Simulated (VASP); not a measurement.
# AlNi (an interface model) in VASP: single point with PBE

Aim: the single point of AlNi (an interface model) with PBE.

Everything below comes from runs of VASP 6.6.1. Logs are shortened: lines on timing, memory, paths and dates and some standing lists are left out, and cuts for length are marked.

## Step 1: The cell of the first run

The cell holds layers of an interface, 12 atoms: a = 2.893 Å, b = 2.893 Å, c = 17.658 Å, α = 90.00°, β = 90.00°, γ = 90.00°.

## Step 2: Single point, PBE

INCAR

```
ALGO = Fast
EDIFF = 1E-6
ENCUT = 520
GGA = PE
ISIF = 2
ISMEAR = 0
LASPH = True
LCHARG = False
LREAL = False
LWAVE = False
NBANDS = 51
NELM = 100
PREC = Accurate
SIGMA = 0.1
```

KPOINTS

```
k-points
0
Gamma
  21 21 4
```

POSCAR

```
AlNi
1.0
    2.8930835334      0.0000000000      0.0000000000
    0.0000000000      2.8930835334      0.0000000000
    0.0000000000      0.0000000000     17.6581722767
Al Ni
6 6
Direct
    0.0000000000      0.0000000000      0.0140985701
    0.0000000000      0.0000000000      0.1767977472
    0.0000000000      0.0000000000      0.3418851884
    0.5000000000      0.5000000000      0.5747814782
    0.5000000000      0.5000000000      0.7398689195
    0.5000000000      0.5000000000      0.9025680966
    0.5000000000      0.5000000000      0.0928550861
    0.5000000000      0.5000000000      0.2572924862
    0.5000000000      0.5000000000      0.4162773326
    0.0000000000      0.0000000000      0.5003893340
    0.0000000000      0.0000000000      0.6593741805
    0.0000000000      0.0000000000      0.8238115805
```

Potentials or basis: VASP PAW PBE potentials, release 64 (Al, Ni).

Launch:

```sh
$ cat potpaw_PBE.64/Al/POTCAR potpaw_PBE.64/Ni/POTCAR > POTCAR
$ mpirun -np 1 vasp_std > vasp.out
```

OUTCAR:

```text
EDIFF = 1E-6
   ENCUT = 520
   GGA = PE
   ISIF = 2
   ISMEAR = 0
   LASPH = True
   LREAL = False
   NELM = 100
   PREC = Accurate

 ion  position               nearest neighbor table
   1  0.000  0.000  0.014-   7 2.47   7 2.47   7 2.47   7 2.47   6 2.84   6 2.84   6 2.84   6 2.84
                             2 2.87
   2  0.000  0.000  0.177-   8 2.49   8 2.49   8 2.49   8 2.49   7 2.53   7 2.53   7 2.53   7 2.53
                             1 2.87   3 2.92
   3  0.000  0.000  0.342-   9 2.43   9 2.43   9 2.43   9 2.43   8 2.53   8 2.53   8 2.53   8 2.53
                            10 2.80   2 2.92
   4  0.500  0.500  0.575-  10 2.43  10 2.43  10 2.43  10 2.43  11 2.53  11 2.53  11 2.53  11 2.53
                             9 2.80   5 2.92
   5  0.500  0.500  0.740-  11 2.49  11 2.49  11 2.49  11 2.49  12 2.53  12 2.53  12 2.53  12 2.53
                             6 2.87   4 2.92
   6  0.500  0.500  0.903-  12 2.47  12 2.47  12 2.47  12 2.47   1 2.84   1 2.84   1 2.84   1 2.84
                             5 2.87
   7  0.500  0.500  0.093-   1 2.47   1 2.47   1 2.47   1 2.47   2 2.53   2 2.53   2 2.53   2 2.53
                             8 2.90
   8  0.500  0.500  0.257-   2 2.49   2 2.49   2 2.49   2 2.49   3 2.53   3 2.53   3 2.53   3 2.53
                             9 2.81   7 2.90
   9  0.500  0.500  0.416-   3 2.43   3 2.43   3 2.43   3 2.43  10 2.53  10 2.53  10 2.53  10 2.53
                             4 2.80   8 2.81
  10  0.000  0.000  0.500-   4 2.43   4 2.43   4 2.43   4 2.43   9 2.53   9 2.53   9 2.53   9 2.53
                             3 2.80  11 2.81
  11  0.000  0.000  0.659-   5 2.49   5 2.49   5 2.49   5 2.49   4 2.53   4 2.53   4 2.53   4 2.53
                            10 2.81  12 2.90
  12  0.000  0.000  0.824-   6 2.47   6 2.47   6 2.47   6 2.47   5 2.53   5 2.53   5 2.53   5 2.53
                            11 2.90

  LATTYP: Found a simple tetragonal cell.
 ALAT       =     2.8930835334
 C/A-ratio  =     6.1035818955

  Lattice vectors:

 A1 = (   2.8930835334,   0.0000000000,   0.0000000000)
 A2 = (   0.0000000000,   2.8930835334,   0.0000000000)
 A3 = (   0.0000000000,   0.0000000000,  17.6581722767)

Analysis of symmetry for initial positions (statically):
=====================================================================
 Subroutine PRICEL returns:
 Original cell was already a primitive cell.

 Routine SETGRP: Setting up the symmetry group for a
 simple tetragonal supercell.

 Subroutine GETGRP returns: Found 16 space group operations
 (whereof  8 operations were pure point group operations)
[... 151 lines left out ...]
   EMIN   =  10.00;   EMAX   =-10.00  energy-range for DOS
   EFERMI =   0.00;   METHOD = LEGACY
   ISMEAR =     0;   SIGMA  =   0.10  broadening in eV -4-tet -1-fermi 0-gaus
   EFERMI_NEDOS =   21; number of points for ismear=-14 and -15
   IALGO  =     68    algorithm
   IMIX   =      4    mixing-type and parameters
     AMIX     =   0.40;   BMIX     =  1.00
     AMIX_MAG =   1.60;   BMIX_MAG =  1.00
  volume/ion in A,a.u.               =      12.32        83.12
  Fermi-wavevector in a.u.,A,eV,Ry     =   1.322971  2.500053 23.813643  1.750253
  Thomas-Fermi vector in A             =   2.452614
   LORBIT       =      0    0 simple, 1 ext, 2 COOP (PROOUT), +10 PAW based schemes
   GGA     = PE    functional components
   LHFCALC =     F    Hartree Fock is set to
   AEXX    =    0.0000 exact exchange contribution
   IVDW    =     0    specifies the selected vdW correction
   LEPSILON=     F    determine dielectric tensor
   LRPA    =     F    only Hartree local field effects (RPA)
 non-spin polarized calculation
 RMM-DIIS sequential band-by-band and
 Gauss-broadening in eV      SIGMA  =   0.10
  energy-cutoff  :      520.00
  volume of cell :      147.80
 maximum number of plane-waves:      4025
 NGX is ok and might be reduce to    24
   NGX = 11   NGY = 11   NGZ = 65

 number of electron      78.0000052 magnetization

 Free energy of the ion-electron system (eV)
  ---------------------------------------------------
  ext. energy  EPLUGINS =         0.00000000
  ---------------------------------------------------
  free energy    TOTEN  =       -61.87257451 eV

  energy without entropy =      -61.84932199  energy(sigma->0) =      -61.86094825

 E-fermi :   9.6787     XC(G=0): -11.9008

 val. band max:        9.6783412800   @ k =   0.4286   0.3810   0.5000
 cond. band min:       9.6840163942   @ k =   0.0952   0.0476   0.0000
 fundamental gap:      0.0056751142
 Fermi energy:         9.6787022385

 k-point     1 :       0.0000    0.0000    0.0000
  band No.  band energies     occupation
      1      -1.4714      2.00000
      2      -0.9112      2.00000
      3      -0.6856      2.00000
      4       0.4989      2.00000
      5       0.7705      2.00000
      6       2.6855      2.00000
[... 1285 lines left out ...]
     50      15.4757      0.00000
     51      16.1323      0.00000

 [... further k-points ...]

------------------------ aborting loop because EDIFF is reached ----------------------------------------

  FORCE on cell =-STRESS in cart. coord.  units (eV):
  Direction    XX          YY          ZZ          XY          YZ          ZX
  --------------------------------------------------------------------------------------
  -------------------------------------------------------------------------------------
  Total        0.7801187      0.7801187     -0.3735149      0.0000000      0.0000000      0.0000000
  in kB        8.4567516      8.4567516     -4.0490279      0.0000000      0.0000000      0.0000000
  external PRESSURE =       4.2881584 kB  Pullay stress =       0.0000000 kB

 VOLUME and BASIS-vectors are now :
 -----------------------------------------------------------------------------
  energy-cutoff  :      520.00
  volume of cell :      147.80
      direct lattice vectors                 reciprocal lattice vectors
     2.893083533  0.000000000  0.000000000     0.345651962  0.000000000  0.000000000
     0.000000000  2.893083533  0.000000000     0.000000000  0.345651962  0.000000000
     0.000000000  0.000000000 17.658172277     0.000000000  0.000000000  0.056631003

 POSITION                                       TOTAL-FORCE (eV/Angst)
 -----------------------------------------------------------------------------------
      0.00000      0.00000      0.24895        -0.000000      0.000000     -0.031556
      0.00000      0.00000      3.12193        -0.000000      0.000000     -0.030198
      0.00000      0.00000      6.03707        -0.000000      0.000000     -0.027514
      1.44654      1.44654     10.14959        -0.000000     -0.000000      0.027514
      1.44654      1.44654     13.06473        -0.000000     -0.000000      0.030198
      1.44654      1.44654     15.93770        -0.000000     -0.000000      0.031556
      1.44654      1.44654      1.63965         0.000000     -0.000000      0.017140
      1.44654      1.44654      4.54332        -0.000000     -0.000000      0.022817
      1.44654      1.44654      7.35070         0.000000     -0.000000      0.039122
      0.00000      0.00000      8.83596        -0.000000     -0.000000     -0.039122
      0.00000      0.00000     11.64334        -0.000000     -0.000000     -0.022817
      0.00000      0.00000     14.54701        -0.000000     -0.000000     -0.017140
 -----------------------------------------------------------------------------------
    total drift:                                0.000000     -0.000000      0.000145

  FREE ENERGIE OF THE ION-ELECTRON SYSTEM (eV)
  ---------------------------------------------------
  free  energy   TOTEN  =       -61.8725745097 eV

  energy  without entropy=      -61.8493219906  energy(sigma->0) =      -61.86094825
```

Wall time 40 min (1 thread of Oxide Virtual Turin-like, shared host); peak memory 1 GiB.

Results:

```yaml
Free_energy: -61.8726 eV
Pressure: 0.4 GPa
Largest_force: 0.039 eV/Å
Band_gap_on_the_k_mesh: zero (bands 39 and 40 overlap by 1.99 eV)
```

Forces in eV/Å, atoms in the order of the input:
```
Al   0.000  0.000 -0.032
Al   0.000  0.000 -0.030
Al   0.000  0.000 -0.028
Al   0.000  0.000  0.028
Al   0.000  0.000  0.030
Al   0.000  0.000  0.032
Ni   0.000  0.000  0.017
Ni   0.000  0.000  0.023
Ni   0.000  0.000  0.039
Ni   0.000  0.000 -0.039
Ni   0.000  0.000 -0.023
Ni   0.000  0.000 -0.017
```

Spin polarisation is off, so any magnetic state and its effect on volume and gap are missing.
